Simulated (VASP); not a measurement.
# CaF2 (Fluorite) (Fm-3m) in VASP: a series of runs, part 2 of 2

VASP 6.6.1. The steps go on from the part before.

## 3. Single point, PBE

This run uses another cell than the first one, of 13.24 Å³/atom, 1.026 times its volume.

File INCAR:

```
SYSTEM = CaF2
ALGO     = Normal         ! electronic algorithm
EDIFF    = 1E-6           ! SCF threshold, eV
ENCUT    = 600            ! plane-wave cutoff, eV
GGA      = PE             ! functional
GGA_COMPAT= .FALSE.      
ISIF     = 2              ! what is computed and relaxed
ISMEAR   = 0              ! smearing method
LASPH    = .TRUE.         ! aspherical terms in the spheres
LCHARG   = .TRUE.         ! write CHGCAR
LELF     = .TRUE.         ! ELF
LREAL    = .FALSE.        ! projectors in reciprocal space
LVHAR    = .TRUE.       
LWAVE    = .FALSE.        ! write WAVECAR
NBANDS   = 19             ! bands
NELM     = 120            ! most SCF steps
PREC     = Accurate       ! precision mode
SIGMA    = 0.01           ! smearing width, eV
```

File KPOINTS:

```
k-points
0
G
  5 5 5
  0 0 0
```

File POSCAR:

```
CaF2
1.0
    0.0000000000      2.7080493351      2.7080493351
    2.7080493351      0.0000000000      2.7080493351
    2.7080493351      2.7080493351      0.0000000000
Ca F
1 2
Direct
    0.0000000000      0.0000000000      0.0000000000
    0.2500000000      0.2500000000      0.2500000000
    0.7500000000      0.7500000000      0.7500000000
```

Potentials or basis: VASP PAW PBE potentials, release 64 (Ca_sv, F).

Run with:

```
$ cat potpaw_PBE.64/Ca_sv/POTCAR potpaw_PBE.64/F/POTCAR > POTCAR
$ mpirun -np 1 vasp_std > vasp.out
```

OUTCAR:

```text
SYSTEM = CaF2
   EDIFF = 1E-6
   ENCUT = 600
   GGA = PE
   ISIF = 2
   ISMEAR = 0
   LASPH = .TRUE.
   LREAL = .FALSE.
   NELM = 120
   PREC = Accurate

 ion  position               nearest neighbor table
   1  0.000  0.000  0.000-   3 2.35   3 2.35   3 2.35   2 2.35   3 2.35   2 2.35   2 2.35   2 2.35

   2  0.250  0.250  0.250-   1 2.35   1 2.35   1 2.35   1 2.35
   3  0.750  0.750  0.750-   1 2.35   1 2.35   1 2.35   1 2.35

  LATTYP: Found a face centered cubic cell.
 ALAT       =     5.4160986702

  Lattice vectors:

 A1 = (   0.0000000000,   2.7080493351,   2.7080493351)
 A2 = (   2.7080493351,   0.0000000000,   2.7080493351)
 A3 = (   2.7080493351,   2.7080493351,   0.0000000000)

Analysis of symmetry for initial positions (statically):
=====================================================================
 Subroutine PRICEL returns:
 Original cell was already a primitive cell.

 Routine SETGRP: Setting up the symmetry group for a
 face centered cubic supercell.

 Subroutine GETGRP returns: Found 48 space group operations
 (whereof 48 operations were pure point group operations)
 out of a pool of 48 trial point group operations.

The static configuration has the point symmetry O_h .

Analysis of symmetry for dynamics (positions and initial velocities):
=====================================================================
 Subroutine PRICEL returns:
 Original cell was already a primitive cell.

 Routine SETGRP: Setting up the symmetry group for a
 face centered cubic supercell.

 Subroutine GETGRP returns: Found 48 space group operations
 (whereof 48 operations were pure point group operations)
 out of a pool of 48 trial point group operations.

The dynamic configuration has the point symmetry O_h .

 Subroutine INISYM returns: Found 48 space group operations
[... 97 lines left out ...]
   EMIN   =  10.00;   EMAX   =-10.00  energy-range for DOS
   EFERMI =   0.00;   METHOD = LEGACY
   ISMEAR =     0;   SIGMA  =   0.01  broadening in eV -4-tet -1-fermi 0-gaus
   EFERMI_NEDOS =   21; number of points for ismear=-14 and -15
   IALGO  =     38    algorithm
   IMIX   =      4    mixing-type and parameters
     AMIX     =   0.40;   BMIX     =  1.00
     AMIX_MAG =   1.60;   BMIX_MAG =  1.00
  volume/ion in A,a.u.               =      13.24        89.35
  Fermi-wavevector in a.u.,A,eV,Ry     =   1.384029  2.615436 26.062471  1.915538
  Thomas-Fermi vector in A             =   2.508572
   LORBIT       =      0    0 simple, 1 ext, 2 COOP (PROOUT), +10 PAW based schemes
   GGA     = PE    functional components
   LHFCALC =     F    Hartree Fock is set to
   AEXX    =    0.0000 exact exchange contribution
   IVDW    =     0    specifies the selected vdW correction
   LEPSILON=     F    determine dielectric tensor
   LRPA    =     F    only Hartree local field effects (RPA)
 non-spin polarized calculation
 Gauss-broadening in eV      SIGMA  =   0.01
  energy-cutoff  :      600.00
  volume of cell :       39.72
 maximum number of plane-waves:      1363
   NGX = 15   NGY = 15   NGZ = 15

 number of electron      23.9999987 magnetization

 Free energy of the ion-electron system (eV)
  ---------------------------------------------------
  ext. energy  EPLUGINS =         0.00000000
  ---------------------------------------------------
  free energy    TOTEN  =       -17.30825699 eV

  energy without entropy =      -17.30825699  energy(sigma->0) =      -17.30825699

 E-fermi :  -0.8159     XC(G=0):  -9.7578

 val. band max:       -0.8989674334   @ k =  -0.4000   0.4000   0.0000
 cond. band min:       6.5973472457   @ k =   0.0000   0.0000   0.0000
 fundamental gap:      7.4963146792
 Fermi energy:        -0.8158819997

 k-point     1 :       0.0000    0.0000    0.0000
  band No.  band energies     occupation
      1     -36.7369      2.00000
      2     -20.8322      2.00000
      3     -20.0213      2.00000
      4     -17.6759      2.00000
      5     -17.6759      2.00000
      6     -17.6759      2.00000
[... 197 lines left out ...]
      6     -17.2385      2.00000
[... 11 lines left out ...]
     18      12.4805      0.00000
     19      14.7225      0.00000

------------------------ aborting loop because EDIFF is reached ----------------------------------------

  FORCE on cell =-STRESS in cart. coord.  units (eV):
  Direction    XX          YY          ZZ          XY          YZ          ZX
  --------------------------------------------------------------------------------------
  -------------------------------------------------------------------------------------
  Total        1.1999040      1.1999040      1.1999040     -0.0000000      0.0000000      0.0000000
  in kB       48.4013397     48.4013397     48.4013397     -0.0000000      0.0000000      0.0000000
  external PRESSURE =      48.4013397 kB  Pullay stress =       0.0000000 kB

 VOLUME and BASIS-vectors are now :
 -----------------------------------------------------------------------------
  energy-cutoff  :      600.00
  volume of cell :       39.72
      direct lattice vectors                 reciprocal lattice vectors
     0.000000000  2.708049335  2.708049335    -0.184634746  0.184634746  0.184634746
     2.708049335  0.000000000  2.708049335     0.184634746 -0.184634746  0.184634746
     2.708049335  2.708049335  0.000000000     0.184634746  0.184634746 -0.184634746

 POSITION                                       TOTAL-FORCE (eV/Angst)
 -----------------------------------------------------------------------------------
      0.00000      0.00000      0.00000        -0.000000      0.000000      0.000000
      1.35402      1.35402      1.35402         0.000000      0.000000      0.000000
      4.06207      4.06207      4.06207        -0.000000     -0.000000     -0.000000
 -----------------------------------------------------------------------------------
    total drift:                                0.000000     -0.000000      0.000000

  FREE ENERGIE OF THE ION-ELECTRON SYSTEM (eV)
  ---------------------------------------------------
  free  energy   TOTEN  =       -17.3082569868 eV

  energy  without entropy=      -17.3082569868  energy(sigma->0) =      -17.30825699
```

Wall time 7.9 s (1 thread of Intel Xeon Platinum 8559C (Emerald Rapids), shared host); peak memory 0.17 GiB.

Results:

* Free energy: -17.3083 eV
* Pressure: 4.8 GPa
* Band gap on the k mesh: 7.50 eV, indirect (least direct gap 7.69 eV)

## 4. Single point, PBE

This run uses another cell than the first one, of 13.92 Å³/atom, 1.079 times its volume.

File INCAR:

```
SYSTEM = CaF2
PREC = Accurate ; ENCUT = 600
EDIFF = 1E-6 ; ISMEAR = 0
SIGMA = 0.01 ; LREAL = .FALSE.
LASPH = .TRUE. ; NELM = 120
ALGO = Normal ; ISIF = 2
LWAVE = .FALSE. ; LCHARG = .FALSE.
GGA = PE ; NBANDS = 19
GGA_COMPAT = .FALSE.
```

File KPOINTS:

```
Automatic mesh
0
G
  5 5 5
  0 0 0
```

File POSCAR:

```
CaF2
1.0
    0.0000000000      2.7535712715      2.7535712715
    2.7535712715      0.0000000000      2.7535712715
    2.7535712715      2.7535712715      0.0000000000
Ca F
1 2
Direct
    0.0000000000      0.0000000000      0.0000000000
    0.2500000000      0.2500000000      0.2500000000
    0.7500000000      0.7500000000      0.7500000000
```

Run with:

```
$ cat potpaw_PBE.64/Ca_sv/POTCAR potpaw_PBE.64/F/POTCAR > POTCAR
$ mpirun -np 1 vasp_std > vasp.out
```

It took 7.1 s on 1 thread of Intel Xeon Platinum 8559C (Emerald Rapids), shared host; peak memory 0.17 GiB.

It converged, with:

| Property | Result |
| --- | --- |
| Free energy | -17.3444 eV |
| Pressure | 0.4 GPa |
| Band gap on the k mesh | 7.19 eV, indirect (least direct gap 7.39 eV) |

Levels at points of the mesh, in eV from the valence-band top:
```csv
k point,band 8,band 9,band 10,band 11,band 12,band 13,band 14,band 15,band 16,band 17
"(0.00, 0.00, 0.00)",-1.97,-1.97,-0.19,-0.19,-0.19,7.19,9.13,9.13,11.09,11.09
```

A k mesh can miss the band edges. PBE gaps usually lie below the measured ones, often by a third to a half.

## 5. Single point, PBE

This run uses another cell than the first one, of 14.26 Å³/atom, 1.105 times its volume.

File INCAR:

```
SYSTEM = CaF2
ALGO     = Normal         ! electronic algorithm
EDIFF    = 1E-6           ! SCF threshold, eV
ENCUT    = 600            ! plane-wave cutoff, eV
GGA      = PE             ! functional
GGA_COMPAT= .FALSE.      
ISIF     = 2              ! what is computed and relaxed
ISMEAR   = 0              ! smearing method
LASPH    = .TRUE.         ! aspherical terms in the spheres
LCHARG   = .FALSE.        ! write CHGCAR
LREAL    = .FALSE.        ! projectors in reciprocal space
LWAVE    = .FALSE.        ! write WAVECAR
NBANDS   = 19             ! bands
NELM     = 120            ! most SCF steps
PREC     = Accurate       ! precision mode
SIGMA    = 0.01           ! smearing width, eV
```

File KPOINTS:

```
k-points
0
G
  5 5 5
  0 0 0
```

File POSCAR:

```
CaF2
1.0
    0.0000000000      2.7757784505      2.7757784505
    2.7757784505      0.0000000000      2.7757784505
    2.7757784505      2.7757784505      0.0000000000
Ca F
1 2
Direct
    0.0000000000      0.0000000000      0.0000000000
    0.2500000000      0.2500000000      0.2500000000
    0.7500000000      0.7500000000      0.7500000000
```

Run with:

```
$ cat potpaw_PBE.64/Ca_sv/POTCAR potpaw_PBE.64/F/POTCAR > POTCAR
$ mpirun -np 1 vasp_std > vasp.out
```

It took 6.9 s on 1 thread of Intel Xeon Platinum 8559C (Emerald Rapids), shared host; peak memory 0.17 GiB.

It converged, with:

```
Free energy            : -17.3426 eV
Pressure               : -1.5 GPa
Band gap on the k mesh : 7.05 eV, indirect (least direct gap 7.24 eV)
```

Levels at points of the mesh, in eV from the valence-band top:
```
           k point  band 8  band 9  band 10  band 11  band 12  band 13  band 14  band 15  band 16  band 17
(0.00, 0.00, 0.00)   -1.90   -1.90    -0.19    -0.19    -0.19     7.05     9.03     9.03    10.90    10.90
```

A k mesh can miss the band edges. A hybrid or GW would open this gap; PBE tends to underestimate it.

## 6. The runs side by side

| cell | gap on the mesh (eV) | pressure (GPa) |
| --- | --- | --- |
| a = 3.797 Å, angles 60.0°, 3 atoms | 7.66 | 7.5 |
| a = 3.830 Å, angles 60.0°, 3 atoms | 7.50 | 4.8 |
| a = 3.894 Å, angles 60.0°, 3 atoms | 7.19 | 0.4 |
| a = 3.926 Å, angles 60.0°, 3 atoms | 7.05 | -1.5 |

Alike in all rows: task single point; level PBE; potentials or basis VASP PAW PBE potentials, release 64 (Ca_sv, F); no spin polarisation; k mesh 5 × 5 × 5; cutoff (eV) 600; smearing gaussian 0.01 eV.

Total energies depend on the potentials used, so only differences within one code and one set of settings carry meaning.
